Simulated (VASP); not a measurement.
# RbPt3 (Pm-3m) in VASP: notebook, part 2 of 2

VASP 6.6.1.

**4. Relaxation of cell and atoms, PBE**

This run uses another cell than the first one, of 21.18 Å³/atom.

The input, INCAR:

```
PREC = Accurate
ENCUT = 600
EDIFF = 1E-6
ISMEAR = 0
SIGMA = 0.1
LREAL = False
LASPH = True
NELM = 100
ALGO = Fast
ISIF = 3
LWAVE = False
LCHARG = False
GGA = PE
IBRION = 2
NSW = 90
EDIFFG = -0.04
```

The input, KPOINTS:

```
regular mesh
0
Gamma
  4 4 4
```

The input, POSCAR:

```
RbPt3
1.0
    4.3917528874      0.0000000000      0.0000000000
    0.0000000000      4.3917528874      0.0000000000
    0.0000000000      0.0000000000      4.3917528874
Rb Pt
1 3
Direct
    0.0000000000      0.0000000000      0.0000000000
    0.0000000000      0.5000000000      0.5000000000
    0.5000000000      0.0000000000      0.5000000000
    0.5000000000      0.5000000000      0.0000000000
```

On the command line:

```sh
cat potpaw_PBE.64/Rb_sv/POTCAR potpaw_PBE.64/Pt/POTCAR > POTCAR
mpirun -np 1 vasp_std > vasp.out
```

Wall time 51 s (1 thread of Oxide Virtual Turin-like, shared host); peak memory 0.19 GiB.

It converged, with:

```yaml
Free_energy: -16.4415 eV
Relaxed_volume: 19.20 Å³/atom
Relaxed_cell: a = 4.251 Å, b = 4.251 Å, c = 4.251 Å, α = 90.00°, β = 90.00°, γ = 90.00°
Space_group_after_relaxing_to_0.1_Å: Pm-3m (No. 221)
Energy_gained_by_relaxing: 52.3 meV/atom
Ionic_steps: 3
Pressure_after_relaxing: 0.0 GPa
Band_gap_on_the_k_mesh: zero (an odd number of electrons rules out a gap without spin polarisation)
```

Step by step:
| step | energy change (eV) | largest force (eV/Å) | pressure (GPa) | volume (Å³) |
| --- | --- | --- | --- | --- |
| 1 | 0.0000 | 0.0000 | -7.58 | 84.71 |
| 2 | -0.1442 | 0.0000 | 5.87 | 73.01 |
| 3 | -0.2094 | 0.0000 | -0.03 | 76.80 |

Final structure:
```xyz
4
Lattice="4.2505 0.0000 0.0000 0.0000 4.2505 0.0000 0.0000 0.0000 4.2505" Properties=species:S:1:pos:R:3 pbc="T T T"
Rb    0.0000    0.0000    0.0000
Pt    0.0000    2.1253    2.1253
Pt    2.1253    0.0000    2.1253
Pt    2.1253    2.1253    0.0000
```

Levels at points of the mesh, in eV from the Fermi level:
```
           k point  band 15  band 16  band 17  band 18  band 19  band 20  band 21  band 22  band 23
(0.00, 0.00, 0.00)    -0.42    -0.42     0.31     0.59     0.59     0.59     4.33     4.33     4.33
(0.50, 0.00, 0.00)    -1.41    -1.05    -0.81    -0.81    -0.80    -0.29     0.60     4.76     4.76
(0.50, 0.50, 0.00)    -1.42    -1.29    -1.06    -1.06    -0.88    -0.77     1.55     2.31     2.31
(0.50, 0.50, 0.50)    -0.95    -0.95     0.31     0.31     0.31     0.48     3.18     3.18     3.18
```

Caveat: spin-orbit coupling is left out, which moves the levels of the heavy elements.

**5. Single point, PBE**

The input, INCAR:

```
PREC = Accurate
ENCUT = 520
EDIFF = 1E-6
ISMEAR = 0
SIGMA = 0.1
LREAL = F
LASPH = T
NELM = 60
ALGO = Fast
ISIF = 2
LWAVE = F
LCHARG = T
GGA = PE
LELF = T
LVHAR = T
NBANDS = 28
```

The input, KPOINTS:

```
Automatic mesh
0
Gamma
  12 12 12
```

The input, POSCAR:

```
RbPt3
1.0
    4.2501827913      0.0000000000      0.0000000000
    0.0000000000      4.2501827913      0.0000000000
    0.0000000000      0.0000000000      4.2501827913
Rb Pt
1 3
Direct
    0.0000000000      0.0000000000      0.0000000000
    0.0000000000      0.5000000000      0.5000000000
    0.5000000000      0.0000000000      0.5000000000
    0.5000000000      0.5000000000      0.0000000000
```

Potentials or basis: VASP PAW PBE potentials, release 64 (Rb_sv, Pt).

On the command line:

```sh
cat potpaw_PBE.64/Rb_sv/POTCAR potpaw_PBE.64/Pt/POTCAR > POTCAR
mpirun -np 1 vasp_std > vasp.out
```

OUTCAR:

```text
PREC = Accurate
   ENCUT = 520
   EDIFF = 1E-6
   ISMEAR = 0
   LREAL = F
   LASPH = T
   NELM = 60
   ISIF = 2
   GGA = PE

 ion  position               nearest neighbor table
   1  0.000  0.000  0.000-   2 3.01   3 3.01   4 3.01   2 3.01   3 3.01   2 3.01   4 3.01   2 3.01
                             3 3.01   4 3.01   3 3.01   4 3.01
   2  0.000  0.500  0.500-   1 3.01   3 3.01   4 3.01   1 3.01   4 3.01   1 3.01   3 3.01   1 3.01
                             3 3.01   4 3.01   4 3.01   3 3.01
   3  0.500  0.000  0.500-   1 3.01   2 3.01   4 3.01   1 3.01   4 3.01   2 3.01   4 3.01   4 3.01
                             1 3.01   2 3.01   1 3.01   2 3.01
   4  0.500  0.500  0.000-   1 3.01   2 3.01   3 3.01   2 3.01   3 3.01   1 3.01   3 3.01   3 3.01
                             1 3.01   2 3.01   2 3.01   1 3.01

  LATTYP: Found a simple cubic cell.
 ALAT       =     4.2501827913

  Lattice vectors:

 A1 = (   4.2501827913,   0.0000000000,   0.0000000000)
 A2 = (   0.0000000000,   4.2501827913,   0.0000000000)
 A3 = (   0.0000000000,   0.0000000000,   4.2501827913)

Analysis of symmetry for initial positions (statically):
[... 174 lines left out ...]
  ---------------------------------------------------
  free energy    TOTEN  =       -16.40568953 eV

  energy without entropy =      -16.38449595  energy(sigma->0) =      -16.39509274

 E-fermi :   6.2173     XC(G=0): -11.7659

 val. band max:        6.2119017071   @ k =   0.4167   0.2500   0.1667
 cond. band min:       6.2192200529   @ k =   0.0833   0.0833   0.0833
 fundamental gap:      0.0073183459
 Fermi energy:         6.2172970919

 k-point     1 :       0.0000    0.0000    0.0000
  band No.  band energies     occupation
      1     -19.0466      2.00000
      2      -3.4035      2.00000
      3      -3.4035      2.00000
      4      -3.4035      2.00000
      5      -0.2608      2.00000
      6       2.2189      2.00000
[... 733 lines left out ...]
     27      15.4704      0.00000
     28      15.7326      0.00000

 [... further k-points ...]
[... 5 lines left out ...]
  --------------------------------------------------------------------------------------
  -------------------------------------------------------------------------------------
  Total        0.1105098      0.1105098      0.1105098     -0.0000000     -0.0000000      0.0000000
  in kB        2.3061562      2.3061562      2.3061562     -0.0000000     -0.0000000      0.0000000
  external PRESSURE =       2.3061562 kB  Pullay stress =       0.0000000 kB

 VOLUME and BASIS-vectors are now :
 -----------------------------------------------------------------------------
  energy-cutoff  :      520.00
  volume of cell :       76.78
      direct lattice vectors                 reciprocal lattice vectors
     4.250182791  0.000000000  0.000000000     0.235283998  0.000000000  0.000000000
     0.000000000  4.250182791  0.000000000     0.000000000  0.235283998  0.000000000
     0.000000000  0.000000000  4.250182791     0.000000000  0.000000000  0.235283998

 POSITION                                       TOTAL-FORCE (eV/Angst)
 -----------------------------------------------------------------------------------
      0.00000      0.00000      0.00000         0.000000      0.000000      0.000000
      0.00000      2.12509      2.12509         0.000000      0.000000      0.000000
      2.12509      0.00000      2.12509         0.000000      0.000000      0.000000
      2.12509      2.12509      0.00000         0.000000      0.000000      0.000000
 -----------------------------------------------------------------------------------
    total drift:                                0.000000     -0.000000     -0.000000

  FREE ENERGIE OF THE ION-ELECTRON SYSTEM (eV)
  ---------------------------------------------------
  free  energy   TOTEN  =       -16.4056895323 eV

  energy  without entropy=      -16.3844959479  energy(sigma->0) =      -16.39509274
```

stdout:

```text
POSCAR found type information on POSCAR RbPt
 POSCAR found :  2 types and       4 ions
 scaLAPACK will be used
 LDA part: xc-table for (Slater+PW92), standard interpolation
 POSCAR, INCAR and KPOINTS ok, starting setup
 FFT: planning ... GRIDC
 FFT: planning ... GRID_SOFT
 FFT: planning ... GRID
 WAVECAR not read
 entering main loop
WARNING in EDDRMM: call to ZHEGV failed, returncode =   6  3     26
```

Wall time 92 s (1 thread of Oxide Virtual Turin-like, shared host); peak memory 0.25 GiB.

Results:

```
Free energy            : -16.4057 eV
Pressure               : 0.2 GPa
Band gap on the k mesh : zero (an odd number of electrons rules out a gap without spin polarisation)
```

Caveat: spin-orbit coupling is left out, which moves the levels of the heavy elements.

**6. Relaxation of cell and atoms, PBE**

The input, INCAR:

```
SYSTEM = RbPt3
PREC = Accurate
ENCUT = 600
EDIFF = 1E-7
ISMEAR = 0
SIGMA = 0.1
LREAL = .False.
LASPH = .True.
NELM = 80
ALGO = Fast
ISIF = 3
LWAVE = .False.
LCHARG = .False.
GGA = PE
IBRION = 2
NSW = 100
EDIFFG = -0.01
```

The input, KPOINTS:

```
regular mesh
0
Gamma
  12 12 12
  0 0 0
```

The input, POSCAR:

```
RbPt3
1.0
    4.2475770866      0.0000000000      0.0000000000
    0.0000000000      4.2475770866      0.0000000000
    0.0000000000      0.0000000000      4.2475770866
Rb Pt
1 3
Direct
    0.0000000000      0.0000000000      0.0000000000
    0.0000000000      0.5000000000      0.5000000000
    0.5000000000      0.0000000000      0.5000000000
    0.5000000000      0.5000000000      0.0000000000
```

Potentials or basis: VASP PAW PBE potentials, release 64 (Rb_sv, Pt).

On the command line:

```sh
cat potpaw_PBE.64/Rb_sv/POTCAR potpaw_PBE.64/Pt/POTCAR > POTCAR
mpirun -np 1 vasp_std > vasp.out
```

It took 5.8 min on 1 thread of Oxide Virtual Turin-like, shared host; peak memory 0.3 GiB.

The run converged. Its results:

```
Free energy                           : -16.4052 eV
Relaxed volume                        : 19.25 Å³/atom
Relaxed cell                          : a = 4.254 Å, b = 4.254 Å, c = 4.254 Å, α = 90.00°, β = 90.00°, γ = 90.00°
Space group after relaxing (to 0.1 Å) : Pm-3m (No. 221)
Energy gained by relaxing             : 0.1 meV/atom
Ionic steps                           : 3
Pressure after relaxing               : 0.0 GPa
Band gap on the k mesh                : zero (an odd number of electrons rules out a gap without spin polarisation)
```

The path:
| step | energy change (eV) | largest force (eV/Å) | pressure (GPa) | volume (Å³) |
| --- | --- | --- | --- | --- |
| 1 | 0.0000 | 0.0000 | 0.47 | 76.63 |
| 2 | -0.0002 | 0.0000 | -0.35 | 77.26 |
| 3 | -0.0005 | 0.0000 | 0.00 | 76.99 |

Final structure:
```yaml
crystal:
  lattice:
    - [4.25408, 0.00000, 0.00000]
    - [0.00000, 4.25408, 0.00000]
    - [0.00000, 0.00000, 4.25408]
  atoms:
    - { symbol: Rb, position: [0.00000, 0.00000, 0.00000] }
    - { symbol: Pt, position: [0.00000, 0.50000, 0.50000] }
    - { symbol: Pt, position: [0.50000, 0.00000, 0.50000] }
    - { symbol: Pt, position: [0.50000, 0.50000, 0.00000] }
```

Levels at points of the mesh, in eV from the Fermi level:
```csv
k point,band 16,band 17,band 18,band 19,band 20,band 21,band 22,band 23
"(0.00, 0.00, 0.00)",-0.54,0.19,0.47,0.47,0.47,4.20,4.20,4.20
"(0.50, 0.00, 0.00)",-1.17,-0.93,-0.93,-0.93,-0.41,0.47,4.63,4.63
"(0.50, 0.50, 0.00)",-1.42,-1.18,-1.18,-1.00,-0.89,1.42,2.18,2.18
"(0.50, 0.50, 0.50)",-1.07,0.19,0.19,0.19,0.37,3.04,3.04,3.04
```

Caveat: spin-orbit coupling is left out, which moves the levels of the heavy elements.

**7. Overview**

| task | cell | k mesh | cutoff (eV) | gap on the mesh (eV) | pressure (GPa) | relaxed volume (Å³/atom) |
| --- | --- | --- | --- | --- | --- | --- |
| single point | a = 4.248 Å, 4 atoms | 4 × 4 × 4 | 520 | none | 0.1 | - |
| single point | a = 4.392 Å, 4 atoms | 4 × 4 × 4 | 520 | none | -7.6 | - |
| relaxation of cell and atoms | relaxed from a = 4.392 Å, 4 atoms | 4 × 4 × 4 | 600 | none | 0.0 | 19.20 |
| single point | a = 4.250 Å, 4 atoms | 12 × 12 × 12 | 520 | none | 0.2 | - |
| relaxation of cell and atoms | relaxed from a = 4.248 Å, 4 atoms | 12 × 12 × 12 | 600 | none | 0.0 | 19.25 |

Alike in all rows: level PBE; potentials or basis VASP PAW PBE potentials, release 64 (Rb_sv, Pt); no spin polarisation; smearing gaussian 0.1 eV.

Caveats: some runs use coarse meshes; spin-orbit coupling is left out, which moves the levels of the heavy elements; the cell stands under tension (at least some runs).

Total energies depend on the potentials used, so only differences within one code and one set of settings carry meaning.

The gap in the log of VASP goes by the Fermi energy; the results here count the filled bands.